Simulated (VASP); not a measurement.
A run of VASP 6.6.1 is set up as follows.

Contents of POSCAR:

```
Ca
1.0
    0.0000000000      2.7832600213      2.7832600213
    2.7832600213      0.0000000000      2.7832600213
    2.7832600213      2.7832600213      0.0000000000
Ca
1
Direct
    0.0000000000      0.0000000000      0.0000000000
```

Contents of INCAR.step1:

```
PREC = Accurate
ENCUT = 520
ISMEAR = 0
SIGMA = 0.05
LREAL = F
LASPH = T
NELM = 80
NBANDS = 11
GGA = PE
ALGO = Normal
EDIFF = 1E-4
LWAVE = T
LCHARG = F
```

The input INCAR.step2:

```
PREC = Accurate
ENCUT = 520
EDIFF = 1E-7
ISMEAR = 0
SIGMA = 0.05
LREAL = F
LASPH = T
NELM = 80
ALGO = Normal
ISIF = 2
LWAVE = F
LCHARG = T
METAGGA = R2SCAN
LMIXTAU = T
LELF = T
LVHAR = T
NBANDS = 11
ISTART = 1
```

Contents of KPOINTS:

```
Automatic mesh
0
Gamma
  8 8 8
```

Potentials or basis: VASP PAW PBE potentials, release 64 (Ca_sv).

Run with:

```bash
$ cat potpaw_PBE.64/Ca_sv/POTCAR > POTCAR
$ cp INCAR.step1 INCAR
$ mpirun -np 1 vasp_std > vasp.out
$ cp INCAR.step2 INCAR
$ mpirun -np 1 vasp_std > vasp.out
```

What does it give for the pressure?

0.0 GPa.

Estimate the band gap on the k mesh.

zero (band 5 reaches 2.18 eV, above the bottom of band 6 at 1.61 eV).

Caveat: the PAW data sets were made with another functional, which shifts forces and pressure a little.
